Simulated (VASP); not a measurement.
# Si7Ge (P-42m) in VASP: further runs

Si7Ge is run at these levels: PBEsol; tasks: single point.

All numbers are computed with VASP 6.6.1; they aren't measurements. Logs are shortened: lines on timing, memory, paths and dates and some standing lists are left out, and cuts for length are marked.

### 1 The cell of the first run

Symmetry: P-42m, No. 111, tetragonal system. The conventional cell has a = 5.328 Å, b = 5.328 Å, c = 5.119 Å, α = 90.00°, β = 90.00°, γ = 90.00°. Within 3.0 Å of Si (site symmetry m) lie 3 Si at 2.27 Å and 1 Ge at 2.30 Å. Si (site symmetry 222) has 4 Si at 2.27 Å within 3.0 Å. Within 3.0 Å of Si (site symmetry -42m) lie 4 Si at 2.27 Å. Ge (site symmetry -42m) has 4 Si at 2.30 Å within 3.0 Å.

### 2 Single point, PBEsol (volume 18.166 Å^3 an atom, c/a of the conventional cell 0.9606)

The input, INCAR:

```
SYSTEM = Si7Ge
PREC = Accurate
ENCUT = 520
EDIFF = 1E-6
ISMEAR = 0
SIGMA = 0.03
LREAL = .FALSE.
LASPH = .TRUE.
NELM = 60
ALGO = Normal
ISIF = 2
LWAVE = .FALSE.
LCHARG = .FALSE.
GGA = PS
NBANDS = 31
```

The input, KPOINTS:

```
Automatic mesh
0
G
  8 8 8
  0 0 0
```

The input, POSCAR:

```
Si7Ge
1.0
    5.3284664811      0.0000000000      0.0000000000
    0.0000000000      5.3284664811      0.0000000000
    0.0000000000      0.0000000000      5.1185249018
Si Ge
7 1
Direct
    0.2525986838      0.2525986838      0.2525986838
    0.0000000000      0.5000000000      0.5000000000
    0.5000000000      0.5000000000      0.0000000000
    0.5000000000      0.0000000000      0.5000000000
    0.7474013162      0.2525986838      0.7474013162
    0.7474013162      0.7474013162      0.2525986838
    0.2525986838      0.7474013162      0.7474013162
    0.0000000000      0.0000000000      0.0000000000
```

Potentials or basis: VASP PAW PBE potentials, release 64 (Si, Ge_d).

Run with:

```bash
cat potpaw_PBE.64/Si/POTCAR potpaw_PBE.64/Ge_d/POTCAR > POTCAR
mpirun -np 1 vasp_std > vasp.out
```

OUTCAR:

```text
SYSTEM = Si7Ge
   PREC = Accurate
   ENCUT = 520
   EDIFF = 1E-6
   ISMEAR = 0
   LREAL = .FALSE.
   LASPH = .TRUE.
   NELM = 60
   ISIF = 2
   GGA = PS

 ion  position               nearest neighbor table
   1  0.253  0.253  0.253-   3 2.27   2 2.27   4 2.27   8 2.30
   2  0.000  0.500  0.500-   1 2.27   5 2.27   6 2.27   7 2.27
   3  0.500  0.500  0.000-   1 2.27   5 2.27   6 2.27   7 2.27
   4  0.500  0.000  0.500-   1 2.27   5 2.27   6 2.27   7 2.27
   5  0.747  0.253  0.747-   3 2.27   2 2.27   4 2.27   8 2.30
   6  0.747  0.747  0.253-   3 2.27   2 2.27   4 2.27   8 2.30
   7  0.253  0.747  0.747-   3 2.27   2 2.27   4 2.27   8 2.30
   8  0.000  0.000  0.000-   1 2.30   5 2.30   6 2.30   7 2.30

  LATTYP: Found a simple tetragonal cell.
 ALAT       =     5.3284664811
 C/A-ratio  =     0.9606000000

  Lattice vectors:

 A1 = (   5.3284664811,   0.0000000000,   0.0000000000)
 A2 = (   0.0000000000,   5.3284664811,   0.0000000000)
 A3 = (   0.0000000000,   0.0000000000,   5.1185249018)

Analysis of symmetry for initial positions (statically):
=====================================================================
 Subroutine PRICEL returns:
 Original cell was already a primitive cell.

 Routine SETGRP: Setting up the symmetry group for a
 simple tetragonal supercell.

 Subroutine GETGRP returns: Found  8 space group operations
 (whereof  8 operations were pure point group operations)
 out of a pool of 16 trial point group operations.

The static configuration has the point symmetry D_2d.

Analysis of symmetry for dynamics (positions and initial velocities):
=====================================================================
 Subroutine PRICEL returns:
 Original cell was already a primitive cell.

 Routine SETGRP: Setting up the symmetry group for a
 simple tetragonal supercell.

 Subroutine GETGRP returns: Found  8 space group operations
 (whereof  8 operations were pure point group operations)
 out of a pool of 16 trial point group operations.

The dynamic configuration has the point symmetry D_2d.

 Subroutine INISYM returns: Found  8 space group operations
 (whereof  8 operations are pure point group operations),
 and found     1 'primitive' translations

----------------------------------------------------------------------------------------

                                     Primitive cell

  volume of cell :     145.3280
[... 106 lines left out ...]
   NFREE  =      0    steps in history (QN), initial steepest desc. (CG)
   ISIF   =      2    stress and relaxation
   ISYM   =      2    0-nonsym 1-usesym 2-fastsym
   POTIM  = 0.5000    time-step for ionic-motion
   TEBEG  =    0.0;   TEEND  =   0.0 temperature during run
   PSTRESS=    0.0 pullay stress
   NELECT =      42.0000    total number of electrons
   NUPDOWN=      -1.0000    fix difference up-down
   EMIN   =  10.00;   EMAX   =-10.00  energy-range for DOS
   EFERMI =   0.00;   METHOD = LEGACY
   ISMEAR =     0;   SIGMA  =   0.03  broadening in eV -4-tet -1-fermi 0-gaus
   EFERMI_NEDOS =   21; number of points for ismear=-14 and -15
   IALGO  =     38    algorithm
   IMIX   =      4    mixing-type and parameters
     AMIX     =   0.40;   BMIX     =  1.00
     AMIX_MAG =   1.60;   BMIX_MAG =  1.00
  volume/ion in A,a.u.               =      18.17       122.59
  Fermi-wavevector in a.u.,A,eV,Ry     =   1.082368  2.045378 15.939495  1.171520
  Thomas-Fermi vector in A             =   2.218407
   LORBIT       =      0    0 simple, 1 ext, 2 COOP (PROOUT), +10 PAW based schemes
   GGA     = PS    functional components
   LHFCALC =     F    Hartree Fock is set to
   AEXX    =    0.0000 exact exchange contribution
   IVDW    =     0    specifies the selected vdW correction
   LEPSILON=     F    determine dielectric tensor
   LRPA    =     F    only Hartree local field effects (RPA)
 non-spin polarized calculation
 Gauss-broadening in eV      SIGMA  =   0.03
  energy-cutoff  :      520.00
  volume of cell :      145.33
 maximum number of plane-waves:      3940
 NGX is ok and might be reduce to    40
   NGX = 19   NGY = 19   NGZ = 19

 number of electron      41.9999992 magnetization

 Free energy of the ion-electron system (eV)
  ---------------------------------------------------
  ext. energy  EPLUGINS =         0.00000000
  ---------------------------------------------------
  free energy    TOTEN  =       -44.43976534 eV

  energy without entropy =      -44.43951644  energy(sigma->0) =      -44.43964089

 E-fermi :   6.8698     XC(G=0): -10.0949

 val. band max:        6.8565257347   @ k =   0.1250   0.0000   0.1250
 cond. band min:       6.8998220813   @ k =   0.0000   0.0000   0.2500
 fundamental gap:      0.0432963466
 Fermi energy:         6.8697975670

 k-point     1 :       0.0000    0.0000    0.0000
  band No.  band energies     occupation
      1     -17.3642      2.00000
      2     -17.3629      2.00000
      3     -17.3629      2.00000
      4     -17.3279      2.00000
      5     -17.3253      2.00000
      6      -6.0808      2.00000
[... 805 lines left out ...]
     30      11.7893      0.00000
     31      11.9080      0.00000

 [... further k-points ...]

------------------------ aborting loop because EDIFF is reached ----------------------------------------

  FORCE on cell =-STRESS in cart. coord.  units (eV):
  Direction    XX          YY          ZZ          XY          YZ          ZX
  --------------------------------------------------------------------------------------
  -------------------------------------------------------------------------------------
  Total       10.8310460     10.8310460     13.6512310      0.0000000      0.0000000      0.0000000
  in kB      119.4075222    119.4075222    150.4988225      0.0000000      0.0000000      0.0000000
  external PRESSURE =     129.7712890 kB  Pullay stress =       0.0000000 kB

 VOLUME and BASIS-vectors are now :
 -----------------------------------------------------------------------------
  energy-cutoff  :      520.00
  volume of cell :      145.33
      direct lattice vectors                 reciprocal lattice vectors
     5.328466481  0.000000000  0.000000000     0.187671257  0.000000000  0.000000000
     0.000000000  5.328466481  0.000000000     0.000000000  0.187671257  0.000000000
     0.000000000  0.000000000  5.118524902     0.000000000  0.000000000  0.195368787

 POSITION                                       TOTAL-FORCE (eV/Angst)
 -----------------------------------------------------------------------------------
      1.34596      1.34596      1.29293        -0.014871     -0.014871      0.010152
      0.00000      2.66423      2.55926         0.000000      0.000000      0.000000
      2.66423      2.66423      0.00000         0.000000      0.000000      0.000000
      2.66423      0.00000      2.55926         0.000000      0.000000      0.000000
      3.98250      1.34596      3.82559         0.014871     -0.014871     -0.010152
      3.98250      3.98250      1.29293         0.014871      0.014871      0.010152
      1.34596      3.98250      3.82559        -0.014871      0.014871     -0.010152
      0.00000      0.00000      0.00000         0.000000      0.000000      0.000000
 -----------------------------------------------------------------------------------
    total drift:                                0.000000      0.000000     -0.000000

  FREE ENERGIE OF THE ION-ELECTRON SYSTEM (eV)
  ---------------------------------------------------
  free  energy   TOTEN  =       -44.4397653361 eV

  energy  without entropy=      -44.4395164362  energy(sigma->0) =      -44.43964089
```

Wall time 4.5 min (1 thread of Intel Xeon 6975P-C, shared host); peak memory 0.42 GiB.

Results:

```
Free energy            : -44.4398 eV
Pressure               : 13.0 GPa
Largest force          : 0.023 eV/Å
Band gap on the k mesh : zero (band 21 reaches 6.86 eV, above the bottom of band 22 at 6.82 eV)
```

Forces in eV/Å, atoms in the order of the input:
```
Si  -0.015 -0.015  0.010
Si   0.000  0.000  0.000
Si   0.000  0.000  0.000
Si   0.000  0.000  0.000
Si   0.015 -0.015 -0.010
Si   0.015  0.015  0.010
Si  -0.015  0.015 -0.010
Ge   0.000  0.000  0.000
```

Levels at points of the mesh, in eV from the Fermi level:
```tsv
k point	band 17	band 18	band 19	band 20	band 21	band 22	band 23	band 24	band 25	band 26
(0.00, 0.00, 0.00)	-3.12	-3.10	-0.12	-0.12	-0.06	0.06	0.30	0.44	0.55	0.55
(0.50, 0.00, 0.00)	-3.64	-2.17	-2.11	-2.03	-1.98	0.92	1.10	2.92	2.93	3.90
(0.50, 0.50, 0.00)	-4.10	-1.86	-1.72	-1.69	-1.69	2.00	2.00	2.15	2.26	4.84
(0.00, 0.00, 0.50)	-3.33	-2.39	-2.39	-2.28	-2.28	0.58	0.76	3.01	3.07	4.47
(0.50, 0.00, 0.50)	-4.35	-1.53	-1.39	-1.35	-1.33	2.40	2.40	2.55	2.67	4.64
(0.50, 0.50, 0.50)	-1.50	-1.25	-1.14	-1.14	-1.01	1.27	1.70	1.70	1.81	2.90
```

Caveat: the PAW data sets were made with another functional, which shifts forces and pressure a little.

### 3 Single point, PBEsol (volume 18.166 Å^3 an atom, c/a of the conventional cell 1.0410)

The input, INCAR:

```
ALGO = Normal
EDIFF = 1E-7
ENCUT = 520
GGA = PS
ISIF = 2
ISMEAR = 0
LASPH = True
LCHARG = False
LREAL = False
LWAVE = False
NBANDS = 31
NELM = 80
PREC = Accurate
SIGMA = 0.03
```

The input, KPOINTS:

```
k-points
0
Gamma
  8 8 8
```

POSCAR, as its differences from that of step 2:

```diff
@@ -2,5 +2,5 @@
 1.0
-    5.3284664811      0.0000000000      0.0000000000
-    0.0000000000      5.3284664811      0.0000000000
-    0.0000000000      0.0000000000      5.1185249018
+    5.1875965065      0.0000000000      0.0000000000
+    0.0000000000      5.1875965065      0.0000000000
+    0.0000000000      0.0000000000      5.4002879632
 Si Ge
```

Potentials or basis: VASP PAW PBE potentials, release 64 (Si, Ge_d).

Run with:

```bash
cat potpaw_PBE.64/Si/POTCAR potpaw_PBE.64/Ge_d/POTCAR > POTCAR
mpirun -np 1 vasp_std > vasp.out
```

Run time: 4.8 min. Hardware: 1 thread of Intel Xeon 6975P-C, shared host; peak memory 0.42 GiB.

Results (log left out):

| Item | Value |
| --- | --- |
| Free energy | -44.4341 eV |
| Pressure | 13.0 GPa |
| Largest force | 0.024 eV/Å |
| Band gap on the k mesh | zero (filled and empty bands touch) |

Forces in eV/Å, atoms in the order of the input:
```
Si   0.002  0.002 -0.023
Si   0.000  0.000  0.000
Si   0.000  0.000  0.000
Si   0.000  0.000  0.000
Si  -0.002  0.002  0.023
Si  -0.002 -0.002 -0.023
Si   0.002 -0.002  0.023
Ge   0.000  0.000  0.000
```

Stress tensor (GPa, compression positive):
```
14.28  0.00  0.00
 0.00 14.28  0.00
 0.00  0.00 10.47
```

Levels at points of the mesh, in eV from the Fermi level:
| k point | band 17 | band 18 | band 19 | band 20 | band 21 | band 22 | band 23 | band 24 | band 25 | band 26 |
| --- | --- | --- | --- | --- | --- | --- | --- | --- | --- | --- |
| (0.00, 0.00, 0.00) | -3.05 | -3.05 | -0.28 | -0.09 | 0.00 | 0.00 | 0.30 | 0.30 | 0.32 | 0.58 |
| (0.50, 0.00, 0.00) | -3.47 | -2.39 | -2.33 | -2.26 | -2.20 | 0.64 | 0.83 | 2.91 | 2.96 | 4.20 |
| (0.50, 0.50, 0.00) | -4.48 | -1.45 | -1.32 | -1.25 | -1.25 | 2.48 | 2.48 | 2.64 | 2.76 | 4.81 |
| (0.00, 0.00, 0.50) | -3.82 | -2.09 | -2.09 | -1.97 | -1.97 | 0.97 | 1.16 | 2.86 | 2.86 | 3.71 |
| (0.50, 0.00, 0.50) | -4.23 | -1.81 | -1.67 | -1.64 | -1.62 | 2.09 | 2.09 | 2.23 | 2.35 | 4.64 |
| (0.50, 0.50, 0.50) | -1.51 | -1.29 | -1.24 | -1.09 | -1.09 | 1.21 | 1.59 | 1.71 | 1.71 | 2.96 |

Caveat: the PAW data sets were made with another functional, which shifts forces and pressure a little.
